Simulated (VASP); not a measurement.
# Hf (P6_3/mmc) in VASP: single point with PBE+D3(BJ)

Aim: the single point of Hf with PBE+D3(BJ).

All numbers are computed with VASP 6.6.1; they aren't measurements. Logs are shortened: lines on timing, memory, paths and dates and some standing lists are left out, and cuts for length are marked.

### Step 1. The cell of the first run

Symmetry: P6_3/mmc, No. 194, hexagonal system. Conventional cell: a = 3.197 Å, b = 3.197 Å, c = 5.058 Å, α = 90.00°, β = 90.00°, γ = 120.00°. Within 4.1 Å of Hf (site symmetry -6m2) lie 12 Hf at 3.13 to 3.20 Å.

### Step 2. Single point, PBE+D3(BJ)

File INCAR:

```
ALGO = Normal
EDIFF = 1E-6
ENCUT = 500
GGA = PE
GGA_COMPAT = F
ISIF = 2
ISMEAR = 0
IVDW = 12
LASPH = T
LCHARG = F
LREAL = F
LWAVE = F
NBANDS = 17
NELM = 120
PREC = Accurate
SIGMA = 0.1
```

File KPOINTS:

```
k-points
0
Gamma
  6 6 4
```

File POSCAR:

```
Hf
1.0
    3.1966985242      0.0000000000      0.0000000000
   -1.5983492621      2.7684221302      0.0000000000
    0.0000000000      0.0000000000      5.0578000000
Hf
2
Direct
    0.3333333333      0.6666666667      0.2500000000
    0.6666666667      0.3333333333      0.7500000000
```

Potentials or basis: VASP PAW PBE potentials, release 64 (Hf_pv).

Launch:

```bash
$ cat potpaw_PBE.64/Hf_pv/POTCAR > POTCAR
$ mpirun -np 1 vasp_std > vasp.out
```

OUTCAR:

```text
EDIFF = 1E-6
   ENCUT = 500
   GGA = PE
   ISIF = 2
   ISMEAR = 0
   IVDW = 12
   LASPH = T
   LREAL = F
   NELM = 120
   PREC = Accurate
 IVDW          = 12

 ion  position               nearest neighbor table
   1  0.333  0.667  0.250-   2 3.13   2 3.13   2 3.13   2 3.13   2 3.13   2 3.13
   2  0.667  0.333  0.750-   1 3.13   1 3.13   1 3.13   1 3.13   1 3.13   1 3.13

  LATTYP: Found a hexagonal cell.
 ALAT       =     3.1966985242
 C/A-ratio  =     1.5821948681

  Lattice vectors:

 A1 = (   3.1966985242,   0.0000000000,   0.0000000000)
 A2 = (  -1.5983492621,   2.7684221302,   0.0000000000)
 A3 = (   0.0000000000,   0.0000000000,   5.0578000000)

Analysis of symmetry for initial positions (statically):
=====================================================================
 Subroutine PRICEL returns:
 Original cell was already a primitive cell.

 Routine SETGRP: Setting up the symmetry group for a
 hexagonal supercell.

 Subroutine GETGRP returns: Found 24 space group operations
 (whereof 12 operations were pure point group operations)
 out of a pool of 24 trial point group operations.

The static configuration has the point symmetry D_3d.
 The point group associated with its full space group is D_6h.

Analysis of symmetry for dynamics (positions and initial velocities):
=====================================================================
 Subroutine PRICEL returns:
 Original cell was already a primitive cell.

 Routine SETGRP: Setting up the symmetry group for a
 hexagonal supercell.

 Subroutine GETGRP returns: Found 24 space group operations
 (whereof 12 operations were pure point group operations)
 out of a pool of 24 trial point group operations.

The dynamic configuration has the point symmetry D_3d.
 The point group associated with its full space group is D_6h.

 Subroutine INISYM returns: Found 24 space group operations
 (whereof 12 operations are pure point group operations),
 and found     1 'primitive' translations

----------------------------------------------------------------------------------------

                                     Primitive cell

  volume of cell :      44.7606

  direct lattice vectors                    reciprocal lattice vectors
     3.196698524  0.000000000  0.000000000     0.312822743  0.180608295  0.000000000
    -1.598349262  2.768422130  0.000000000     0.000000000  0.361216589  0.000000000
     0.000000000  0.000000000  5.057800000     0.000000000  0.000000000  0.197714421

  length of vectors
     3.196698524  3.196698524  5.057800000     0.361216589  0.361216589  0.197714421

  position of ions in fractional coordinates (direct lattice)
     0.333333333  0.666666667  0.250000000
     0.666666667  0.333333333  0.750000000

  ion indices of the primitive-cell ions
   primitive index   ion index
                 1           1
                 2           2

----------------------------------------------------------------------------------------

 KPOINTS: k-points

Automatic generation of k-mesh.
 Grid dimensions read from file:
 generate k-points for:    6    6    4

 Generating k-lattice:

  Cartesian coordinates                     Fractional coordinates (reciprocal lattice)
     0.052137124  0.030101382  0.000000000     0.166666667  0.000000000  0.000000000
     0.000000000  0.060202765  0.000000000     0.000000000  0.166666667  0.000000000
     0.000000000  0.000000000  0.049428605     0.000000000  0.000000000  0.250000000

  Length of vectors
     0.060202765  0.060202765  0.049428605

  Shift w.r.t. Gamma in fractional coordinates (k-lattice)
     0.000000000  0.000000000  0.000000000

 Subroutine IBZKPT returns following result:
 ===========================================

 Found     21 irreducible k-points:

 Following reciprocal coordinates:
            Coordinates               Weight
  0.000000  0.000000  0.000000      1.000000
  0.166667  0.000000  0.000000      6.000000
  0.333333  0.000000  0.000000      6.000000
  0.500000 -0.000000  0.000000      3.000000
  0.166667  0.166667  0.000000      6.000000
  0.333333  0.166667  0.000000     12.000000
[... 13 lines left out ...]
  0.333333  0.166667  0.500000     12.000000
  0.333333  0.333333  0.500000      2.000000
   k-points           NKPTS =     21   k-points in BZ     NKDIM =     21   number of bands    NBANDS=     17
   number of dos      NEDOS =    301   number of ions     NIONS =      2
   total plane-waves  NPLWV =  23040
   dimension x,y,z NGX =    24 NGY =   24 NGZ =   40
   dimension x,y,z NGXF=    48 NGYF=   48 NGZF=   80
   ions per type =               2
   NGX,Y,Z   is equivalent  to a cutoff of  12.48, 12.48, 13.15 a.u.
   NGXF,Y,Z  is equivalent  to a cutoff of  24.96, 24.96, 26.30 a.u.
 SYSTEM =  unknown system
   PREC   = accura    normal or accurate (medium, high low for compatibility)
   ISTART =      0    job   : 0-new  1-cont  2-samecut
   ICHARG =      2    charge: 1-file 2-atom 10-const
   ISPIN  =      1    spin polarized calculation?
   LNONCOLLINEAR =      F non collinear calculations
   LSORBIT =      F    spin-orbit coupling
   LASPH  =      T    aspherical Exc in radial PAW
   ENCUT  =  500.0 eV  36.75 Ry    6.06 a.u.   5.83  5.83  9.22*2*pi/ulx,y,z
   NELM   =    120;   NELMIN=  2; NELMDL= -5     # of ELM steps
   EDIFF  = 0.1E-05   stopping-criterion for ELM
   LREAL  =      F    real-space projection
   EDIFFG = 0.1E-04   stopping-criterion for IOM
   NSW    =      0    number of steps for IOM
   IBRION =     -1    ionic relax: 0-MD 1-quasi-New 2-CG
   NFREE  =      0    steps in history (QN), initial steepest desc. (CG)
   ISIF   =      2    stress and relaxation
   ISYM   =      2    0-nonsym 1-usesym 2-fastsym
   POTIM  = 0.5000    time-step for ionic-motion
   TEBEG  =    0.0;   TEEND  =   0.0 temperature during run
   PSTRESS=    0.0 pullay stress
   NELECT =      20.0000    total number of electrons
   NUPDOWN=      -1.0000    fix difference up-down
   EMIN   =  10.00;   EMAX   =-10.00  energy-range for DOS
   EFERMI =   0.00;   METHOD = LEGACY
   ISMEAR =     0;   SIGMA  =   0.10  broadening in eV -4-tet -1-fermi 0-gaus
   EFERMI_NEDOS =   21; number of points for ismear=-14 and -15
   IALGO  =     38    algorithm
   IMIX   =      4    mixing-type and parameters
     AMIX     =   0.40;   BMIX     =  1.00
     AMIX_MAG =   1.60;   BMIX_MAG =  1.00
  volume/ion in A,a.u.               =      22.38       151.03
  Fermi-wavevector in a.u.,A,eV,Ry     =   1.251564  2.365112 21.312324  1.566412
  Thomas-Fermi vector in A             =   2.385505
   LORBIT       =      0    0 simple, 1 ext, 2 COOP (PROOUT), +10 PAW based schemes
   GGA     = PE    functional components
   LHFCALC =     F    Hartree Fock is set to
   AEXX    =    0.0000 exact exchange contribution
   IVDW    =    12    specifies the selected vdW correction
   LEPSILON=     F    determine dielectric tensor
   LRPA    =     F    only Hartree local field effects (RPA)
 non-spin polarized calculation
 Gauss-broadening in eV      SIGMA  =   0.10
  energy-cutoff  :      500.00
  volume of cell :       44.76
 maximum number of plane-waves:      1152
 NGX is ok and might be reduce to    24
   NGX = 11   NGY = 11   NGZ = 19

 number of electron      20.0000004 magnetization

 Free energy of the ion-electron system (eV)
  ---------------------------------------------------
  ext. energy  EPLUGINS =         0.00000000
  ---------------------------------------------------
  free energy    TOTEN  =       -19.82741989 eV

  energy without entropy =      -19.80947700  energy(sigma->0) =      -19.81844845

 E-fermi :   4.9688     XC(G=0): -11.2817

 val. band max:        4.9670463180   @ k =   0.3333   0.3333   0.2500
 cond. band min:       4.9858797909   @ k =   0.3333   0.1667   0.5000
 fundamental gap:      0.0188334730
 Fermi energy:         4.9688082036

 k-point     1 :       0.0000    0.0000    0.0000
  band No.  band energies     occupation
      1     -26.1534      2.00000
      2     -25.4213      2.00000
      3     -25.4213      2.00000
      4     -25.2938      2.00000
      5     -25.2938      2.00000
      6     -25.2877      2.00000
[... 9 lines left out ...]
     16       7.5563      0.00000
     17      10.2498      0.00000

 k-point     2 :       0.1667    0.0000    0.0000
  band No.  band energies     occupation
      1     -26.0841      2.00000
      2     -25.5636      2.00000
      3     -25.4679      2.00000
      4     -25.4412      2.00000
      5     -25.3209      2.00000
      6     -25.3139      2.00000
[... 9 lines left out ...]
     16       7.6476      0.00000
     17      10.7385      0.00000

 k-point     3 :       0.3333    0.0000    0.0000
  band No.  band energies     occupation
      1     -25.9146      2.00000
      2     -25.8482      2.00000
      3     -25.7149      2.00000
      4     -25.5548      2.00000
      5     -25.4175      2.00000
      6     -25.3590      2.00000
[... 9 lines left out ...]
     16       9.5587      0.00000
     17      11.2438      0.00000

 k-point     4 :       0.5000   -0.0000    0.0000
  band No.  band energies     occupation
      1     -25.9892      2.00000
      2     -25.8433      2.00000
      3     -25.7878      2.00000
      4     -25.5962      2.00000
      5     -25.5077      2.00000
      6     -25.3830      2.00000
[... 9 lines left out ...]
     16      11.3806      0.00000
     17      11.8605      0.00000
[... 283 lines left out ...]
      1     -25.8760      2.00000
      2     -25.8760      2.00000
      3     -25.5223      2.00000
      4     -25.5223      2.00000
      5     -25.4337      2.00000
      6     -25.4337      2.00000
[... 9 lines left out ...]
     16       9.5911      0.00000
     17      10.4708      0.00000

 k-point    20 :       0.3333    0.1667    0.5000
  band No.  band energies     occupation
      1     -25.9961      2.00000
      2     -25.9961      2.00000
      3     -25.6164      2.00000
      4     -25.6164      2.00000
      5     -25.4400      2.00000
      6     -25.4400      2.00000
[... 9 lines left out ...]
     16      10.4771      0.00000
     17      11.7489      0.00000

 k-point    21 :       0.3333    0.3333    0.5000
  band No.  band energies     occupation
      1     -25.9549      2.00000
      2     -25.9549      2.00000
      3     -25.7484      2.00000
      4     -25.7484      2.00000
      5     -25.4258      2.00000
      6     -25.4258      2.00000
[... 9 lines left out ...]
     16       9.9754      0.00000
     17      13.4903      0.00000

------------------------ aborting loop because EDIFF is reached ----------------------------------------

 Edisp (eV)   -0.90019

 E8    (eV) :    -0.4829

  FORCE on cell =-STRESS in cart. coord.  units (eV):
  Direction    XX          YY          ZZ          XY          YZ          ZX
  --------------------------------------------------------------------------------------
  -------------------------------------------------------------------------------------
  Total      -0.86206    -0.86206    -0.64506     0.00000     0.00000    -0.00000
  in kB     -30.85678   -30.85678   -23.08947     0.00000     0.00000    -0.00000
  external pressure =      -28.27 kB  Pullay stress =        0.00 kB

 VOLUME and BASIS-vectors are now :
 -----------------------------------------------------------------------------
  energy-cutoff  :      500.00
  volume of cell :       44.76
      direct lattice vectors                 reciprocal lattice vectors
     3.196698524  0.000000000  0.000000000     0.312822743  0.180608295  0.000000000
    -1.598349262  2.768422130  0.000000000     0.000000000  0.361216589  0.000000000
     0.000000000  0.000000000  5.057800000     0.000000000  0.000000000  0.197714421

 POSITION                                       TOTAL-FORCE (eV/Angst)
 -----------------------------------------------------------------------------------
     -0.00000      1.84561      1.26445         0.000000     -0.000000      0.000000
      1.59835      0.92281      3.79335        -0.000000      0.000000      0.000000
 -----------------------------------------------------------------------------------
    total drift:                               -0.000000      0.000000     -0.000000

  FREE ENERGIE OF THE ION-ELECTRON SYSTEM (eV)
  ---------------------------------------------------
  free  energy   TOTEN  =       -20.7276069332 eV

  energy  without entropy=      -20.7096640396  energy(sigma->0) =      -20.71863549
```

It took 7.1 s on 1 thread of Intel Xeon Platinum 8488C (Sapphire Rapids), shared host; peak memory 0.16 GiB.

Results:

```
Free energy                : -20.7276 eV
Pressure                   : -2.8 GPa
Band gap on the k mesh     : zero (bands 10 and 11 overlap by 1.38 eV)
Dispersion energy per atom : -0.450 eV
```

Stress tensor (GPa, compression positive):
```
-3.09  0.00  0.00
 0.00 -3.09  0.00
 0.00  0.00 -2.31
```

Caveat: the k points lie up to 0.38 Å⁻¹ apart, too coarse for converged energies and pressures of a metal; spin-orbit coupling is left out, which moves the levels of the heavy elements.
